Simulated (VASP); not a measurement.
# AgO (I-4m2) in VASP: notebook

Runs on AgO. Level: PBEsol. Tasks: single point.

Everything below comes from runs of VASP 6.6.1. Logs are shortened: lines on timing, memory, paths and dates and some standing lists are left out, and cuts for length are marked.

### Step 1. The cell of the first run

It takes space group I-4m2 (No. 119, tetragonal). Conventional cell: a = 2.975 Å, b = 2.975 Å, c = 4.949 Å, α = 90.00°, β = 90.00°, γ = 90.00°. Ag (site symmetry -4m2) has 4 O at 1.93 Å within 2.6 Å. Within 2.6 Å of O (site symmetry -4m2) lie 4 Ag at 1.93 Å.

### Step 2. Single point, PBEsol (strain -0.1500 x Voigt [1, 1, 0, 0, 0, 0])

File INCAR:

```
ALGO     = Normal         # electronic algorithm
EDIFF    = 1E-6           # SCF threshold, eV
ENCUT    = 520            # plane-wave cutoff, eV
GGA      = PS             # functional
ISIF     = 2              # what is computed and relaxed
ISMEAR   = 0              # smearing method
LASPH    = True           # aspherical terms in the spheres
LCHARG   = False          # write CHGCAR
LREAL    = False          # projectors in reciprocal space
LWAVE    = False          # write WAVECAR
NBANDS   = 16             # bands
NELM     = 100            # most SCF steps
PREC     = Accurate       # precision mode
SIGMA    = 0.15           # smearing width, eV
```

File KPOINTS:

```
k-points
0
Gamma
  20 20 20
```

File POSCAR:

```
AgO
1.0
    0.0000000000      2.1034677544      2.4746679463
    2.1034677544      0.0000000000      2.4746679463
    2.1034677544      2.1034677544      0.0000000000
Ag O
1 1
Direct
    0.0000000000      0.0000000000      0.0000000000
    0.7500000000      0.7500000000      0.7500000000
```

Potentials or basis: VASP PAW PBE potentials, release 64 (Ag, O).

Started as:

```console
$ cat potpaw_PBE.64/Ag/POTCAR potpaw_PBE.64/O/POTCAR > POTCAR
$ mpirun -np 1 vasp_std > vasp.out
```

OUTCAR:

```text
EDIFF = 1E-6
   ENCUT = 520
   GGA = PS
   ISIF = 2
   ISMEAR = 0
   LASPH = True
   LREAL = False
   NELM = 100
   PREC = Accurate

 ion  position               nearest neighbor table
   1  0.000  0.000  0.000-   2 1.93   2 1.93   2 1.93   2 1.93
   2  0.750  0.750  0.750-   1 1.93   1 1.93   1 1.93   1 1.93

  LATTYP: Found a body centered tetragonal cell.
 ALAT       =     2.9747526263
 C/A-ratio  =     1.6637806616

  Lattice vectors:

 A1 = (  -2.1034677544,   0.0000000000,   2.4746679463)
 A2 = (   2.1034677544,   0.0000000000,   2.4746679463)
 A3 = (   0.0000000000,   2.1034677544,  -2.4746679463)

Analysis of symmetry for initial positions (statically):
=====================================================================
 Subroutine PRICEL returns:
 Original cell was already a primitive cell.

 Routine SETGRP: Setting up the symmetry group for a
 body centered tetragonal supercell.

 Subroutine GETGRP returns: Found  8 space group operations
 (whereof  8 operations were pure point group operations)
 out of a pool of 16 trial point group operations.

The static configuration has the point symmetry D_2d.

Analysis of symmetry for dynamics (positions and initial velocities):
=====================================================================
 Subroutine PRICEL returns:
 Original cell was already a primitive cell.

 Routine SETGRP: Setting up the symmetry group for a
 body centered tetragonal supercell.

 Subroutine GETGRP returns: Found  8 space group operations
 (whereof  8 operations were pure point group operations)
 out of a pool of 16 trial point group operations.

The dynamic configuration has the point symmetry D_2d.

 Subroutine INISYM returns: Found  8 space group operations
 (whereof  8 operations are pure point group operations),
 and found     1 'primitive' translations

----------------------------------------------------------------------------------------

                                     Primitive cell

  volume of cell :      21.8987

  direct lattice vectors                    reciprocal lattice vectors
     0.000000000  2.103467754  2.474667946    -0.237702717  0.237702717  0.202047309
     2.103467754  0.000000000  2.474667946     0.237702717 -0.237702717  0.202047309
     2.103467754  2.103467754  0.000000000     0.237702717  0.237702717 -0.202047309

  length of vectors
     3.247854375  3.247854375  2.974752626     0.392209483  0.392209483  0.392209483

  position of ions in fractional coordinates (direct lattice)
     0.000000000  0.000000000  0.000000000
     0.750000000  0.750000000  0.750000000

  ion indices of the primitive-cell ions
   primitive index   ion index
                 1           1
                 2           2

----------------------------------------------------------------------------------------

 KPOINTS: k-points

Automatic generation of k-mesh.
 Grid dimensions read from file:
 generate k-points for:   20   20   20

 Generating k-lattice:

  Cartesian coordinates                     Fractional coordinates (reciprocal lattice)
    -0.011885136  0.011885136  0.010102365     0.050000000  0.000000000  0.000000000
     0.011885136 -0.011885136  0.010102365     0.000000000  0.050000000  0.000000000
     0.011885136  0.011885136 -0.010102365    -0.000000000 -0.000000000  0.050000000

  Length of vectors
     0.019610474  0.019610474  0.019610474

  Shift w.r.t. Gamma in fractional coordinates (k-lattice)
     0.000000000  0.000000000  0.000000000

 Subroutine IBZKPT returns following result:
 ===========================================

 Found    641 irreducible k-points:

 Following reciprocal coordinates:
            Coordinates               Weight
  0.000000  0.000000  0.000000      1.000000
  0.050000 -0.000000  0.000000      8.000000
  0.100000  0.000000  0.000000      8.000000
  0.150000  0.000000  0.000000      8.000000
  0.200000  0.000000  0.000000      8.000000
  0.250000  0.000000  0.000000      8.000000
[... 16 lines left out ...]
 -0.400000  0.050000  0.000000      8.000000
 -0.350000  0.050000  0.000000      8.000000
 [... further k-points ...]
   k-points           NKPTS =    641   k-points in BZ     NKDIM =    641   number of bands    NBANDS=     16
   number of dos      NEDOS =    301   number of ions     NIONS =      2
   total plane-waves  NPLWV =  13824
   dimension x,y,z NGX =    24 NGY =   24 NGZ =   24
   dimension x,y,z NGXF=    48 NGYF=   48 NGZF=   48
   ions per type =               1   1
   NGX,Y,Z   is equivalent  to a cutoff of  12.28, 12.28, 13.41 a.u.
   NGXF,Y,Z  is equivalent  to a cutoff of  24.57, 24.57, 26.83 a.u.
 SYSTEM =  unknown system
   PREC   = accura    normal or accurate (medium, high low for compatibility)
   ISTART =      0    job   : 0-new  1-cont  2-samecut
   ICHARG =      2    charge: 1-file 2-atom 10-const
   ISPIN  =      1    spin polarized calculation?
   LNONCOLLINEAR =      F non collinear calculations
   LSORBIT =      F    spin-orbit coupling
   LASPH  =      T    aspherical Exc in radial PAW
   ENCUT  =  520.0 eV  38.22 Ry    6.18 a.u.   6.04  6.04  5.53*2*pi/ulx,y,z
   NELM   =    100;   NELMIN=  2; NELMDL= -5     # of ELM steps
   EDIFF  = 0.1E-05   stopping-criterion for ELM
   LREAL  =      F    real-space projection
   EDIFFG = 0.1E-04   stopping-criterion for IOM
   NSW    =      0    number of steps for IOM
   IBRION =     -1    ionic relax: 0-MD 1-quasi-New 2-CG
   NFREE  =      0    steps in history (QN), initial steepest desc. (CG)
   ISIF   =      2    stress and relaxation
   ISYM   =      2    0-nonsym 1-usesym 2-fastsym
   POTIM  = 0.5000    time-step for ionic-motion
   TEBEG  =    0.0;   TEEND  =   0.0 temperature during run
   PSTRESS=    0.0 pullay stress
   NELECT =      17.0000    total number of electrons
   NUPDOWN=      -1.0000    fix difference up-down
   EMIN   =  10.00;   EMAX   =-10.00  energy-range for DOS
   EFERMI =   0.00;   METHOD = LEGACY
   ISMEAR =     0;   SIGMA  =   0.15  broadening in eV -4-tet -1-fermi 0-gaus
   EFERMI_NEDOS =   21; number of points for ismear=-14 and -15
   IALGO  =     38    algorithm
   IMIX   =      4    mixing-type and parameters
     AMIX     =   0.40;   BMIX     =  1.00
     AMIX_MAG =   1.60;   BMIX_MAG =  1.00
  volume/ion in A,a.u.               =      10.95        73.89
  Fermi-wavevector in a.u.,A,eV,Ry     =   1.504590  2.843263 30.800759  2.263792
  Thomas-Fermi vector in A             =   2.615550
   LORBIT       =      0    0 simple, 1 ext, 2 COOP (PROOUT), +10 PAW based schemes
   GGA     = PS    functional components
   LHFCALC =     F    Hartree Fock is set to
   AEXX    =    0.0000 exact exchange contribution
   IVDW    =     0    specifies the selected vdW correction
   LEPSILON=     F    determine dielectric tensor
   LRPA    =     F    only Hartree local field effects (RPA)
 non-spin polarized calculation
 Gauss-broadening in eV      SIGMA  =   0.15
  energy-cutoff  :      520.00
  volume of cell :       21.90
 maximum number of plane-waves:       610
   NGX = 11   NGY = 11   NGZ = 11

 number of electron      17.0000000 magnetization

 Free energy of the ion-electron system (eV)
  ---------------------------------------------------
  ext. energy  EPLUGINS =         0.00000000
  ---------------------------------------------------
  free energy    TOTEN  =        -6.76100252 eV

  energy without entropy =       -6.74327364  energy(sigma->0) =       -6.75213808

 E-fermi :   8.5075     XC(G=0): -12.7539

 val. band max:        8.4955917348   @ k =   0.0500   0.0000   0.0500
 cond. band min:       8.5075304889   @ k =   0.3000   0.0500   0.2000
 fundamental gap:      0.0119387541
 Fermi energy:         8.5074643066

 k-point     1 :       0.0000    0.0000    0.0000
  band No.  band energies     occupation
      1     -11.9875      2.00000
      2       0.0508      2.00000
      3       0.5175      2.00000
      4       0.5175      2.00000
      5       3.6608      2.00000
      6       4.6057      2.00000
[... 8 lines left out ...]
     15      28.2845      0.00000
     16      31.4926      0.00000

 k-point     2 :       0.0500   -0.0000    0.0000
  band No.  band energies     occupation
      1     -11.9707      2.00000
      2       0.0561      2.00000
      3       0.5058      2.00000
      4       0.5376      2.00000
      5       3.6659      2.00000
      6       4.5901      2.00000
[... 8 lines left out ...]
     15      28.7224      0.00000
     16      31.3461      0.00000

 k-point     3 :       0.1000    0.0000    0.0000
  band No.  band energies     occupation
      1     -11.9221      2.00000
      2       0.0659      2.00000
      3       0.4845      2.00000
      4       0.5958      2.00000
      5       3.6848      2.00000
      6       4.5468      2.00000
[... 8 lines left out ...]
     15      29.3259      0.00000
     16      30.9726      0.00000

 k-point     4 :       0.1500    0.0000    0.0000
  band No.  band energies     occupation
      1     -11.8468      2.00000
      2       0.0699      2.00000
      3       0.4833      2.00000
      4       0.6864      2.00000
      5       3.7268      2.00000
      6       4.4862      2.00000
[... 8 lines left out ...]
     15      29.6203      0.00000
     16      30.5451      0.00000

 k-point     5 :       0.2000    0.0000    0.0000
  band No.  band energies     occupation
      1     -11.7531      2.00000
      2       0.0737      2.00000
      3       0.5168      2.00000
      4       0.7998      2.00000
      5       3.8033      2.00000
      6       4.4227      2.00000
[... 8 lines left out ...]
     15      29.6857      0.00000
     16      30.2159      0.00000

 k-point     6 :       0.2500    0.0000    0.0000
  band No.  band energies     occupation
      1     -11.6508      2.00000
      2       0.1018      2.00000
      3       0.5753      2.00000
      4       0.9235      2.00000
      5       3.9223      2.00000
      6       4.3717      2.00000
[... 8 lines left out ...]
     15      29.7351      0.00000
     16      30.1219      0.00000

 k-point     7 :       0.3000    0.0000    0.0000
  band No.  band energies     occupation
      1     -11.5504      2.00000
      2       0.1715      2.00000
      3       0.6468      2.00000
      4       1.0431      2.00000
      5       4.0792      2.00000
      6       4.3454      2.00000
[... 8 lines left out ...]
     15      29.8876      0.00000
     16      30.3589      0.00000

 k-point     8 :       0.3500    0.0000    0.0000
  band No.  band energies     occupation
      1     -11.4619      2.00000
      2       0.2738      2.00000
      3       0.7328      2.00000
      4       1.1458      2.00000
      5       4.2453      2.00000
      6       4.3479      2.00000
[... 8 lines left out ...]
     15      30.1717      0.00000
     16      30.9301      0.00000

 k-point     9 :       0.4000    0.0000    0.0000
  band No.  band energies     occupation
      1     -11.3931      2.00000
      2       0.3728      2.00000
      3       0.8429      2.00000
      4       1.2223      2.00000
      5       4.3522      2.00000
      6       4.3718      2.00000
[... 8 lines left out ...]
     15      30.5283      0.00000
     16      31.7488      0.00000
[... 172 lines left out ...]
 k-point    19 :       0.4000    0.0500    0.0000
  band No.  band energies     occupation
      1     -11.4135      2.00000
      2       0.3619      2.00000
      3       0.8571      2.00000
      4       1.2399      2.00000
      5       4.1965      2.00000
      6       4.4312      2.00000
[... 8 lines left out ...]
     15      30.0543      0.00000
     16      31.9020      0.00000

 k-point    20 :       0.4500    0.0500    0.0000
  band No.  band energies     occupation
      1     -11.3593      2.00000
      2       0.4271      2.00000
      3       0.9740      2.00000
      4       1.2903      2.00000
      5       4.2752      2.00000
      6       4.4333      2.00000
[... 8 lines left out ...]
     15      30.5466      0.00000
     16      32.6698      0.00000

 k-point    21 :       0.5000    0.0500    0.0000
  band No.  band energies     occupation
      1     -11.3323      2.00000
      2       0.4565      2.00000
      3       1.0310      2.00000
      4       1.3084      2.00000
      5       4.2890      2.00000
      6       4.4190      2.00000
[... 8 lines left out ...]
     15      30.8866      0.00000
     16      33.3311      0.00000

 k-point    22 :      -0.4500    0.0500    0.0000
  band No.  band energies     occupation
      1     -11.3343      2.00000
      2       0.4492      2.00000
      3       0.9793      2.00000
      4       1.2951      2.00000
      5       4.3771      2.00000
      6       4.3805      2.00000
[... 8 lines left out ...]
     15      30.9516      0.00000
     16      32.9182      0.00000

 k-point    23 :      -0.4000    0.0500    0.0000
  band No.  band energies     occupation
      1     -11.3652      2.00000
      2       0.3921      2.00000
      3       0.8613      2.00000
      4       1.2513      2.00000
      5       4.3269      2.00000
      6       4.4907      2.00000
[... 8 lines left out ...]
     15      30.8022      0.00000
     16      31.8777      0.00000

 k-point    24 :      -0.3500    0.0500    0.0000
  band No.  band energies     occupation
      1     -11.4229      2.00000
      2       0.2790      2.00000
      3       0.7559      2.00000
      4       1.1780      2.00000
      5       4.2785      2.00000
      6       4.4597      2.00000
[... 8 lines left out ...]
     15      30.5611      0.00000
     16      30.8443      0.00000

 [... further k-points ...]
[... 5 lines left out ...]
  --------------------------------------------------------------------------------------
  -------------------------------------------------------------------------------------
  Total        8.9764033      8.9764033     12.1344512      0.0000000      0.0000000      0.0000000
  in kB      656.7412497    656.7412497    887.7937365      0.0000000      0.0000000      0.0000000
  external PRESSURE =     733.7587453 kB  Pullay stress =       0.0000000 kB

 VOLUME and BASIS-vectors are now :
 -----------------------------------------------------------------------------
  energy-cutoff  :      520.00
  volume of cell :       21.90
      direct lattice vectors                 reciprocal lattice vectors
     0.000000000  2.103467754  2.474667946    -0.237702717  0.237702717  0.202047309
     2.103467754  0.000000000  2.474667946     0.237702717 -0.237702717  0.202047309
     2.103467754  2.103467754  0.000000000     0.237702717  0.237702717 -0.202047309

 POSITION                                       TOTAL-FORCE (eV/Angst)
 -----------------------------------------------------------------------------------
      0.00000      0.00000      0.00000         0.000000      0.000000     -0.000000
      3.15520      3.15520      3.71200        -0.000000     -0.000000      0.000000
 -----------------------------------------------------------------------------------
    total drift:                               -0.000000     -0.000000     -0.000001

  FREE ENERGIE OF THE ION-ELECTRON SYSTEM (eV)
  ---------------------------------------------------
  free  energy   TOTEN  =        -6.7610025209 eV

  energy  without entropy=       -6.7432736425  energy(sigma->0) =       -6.75213808
```

Wall time 54 s (1 thread of Intel Xeon 6975P-C (Granite Rapids), shared host); peak memory 0.33 GiB.

Results:

* Free energy: -6.7610 eV
* Pressure: 73.4 GPa

Stress tensor (GPa, compression positive):
```
65.67  0.00  0.00
 0.00 65.67  0.00
 0.00  0.00 88.78
```

Caveat: the cell differs from its parent crystal (strain -0.1500 x Voigt [1, 1, 0, 0, 0, 0]); the PAW data sets were made with another functional, which shifts forces and pressure a little; an odd number of electrons without spin polarisation forces a metal; a magnetic or distorted state may lie lower.

(Part 1 of 2 ends here.)
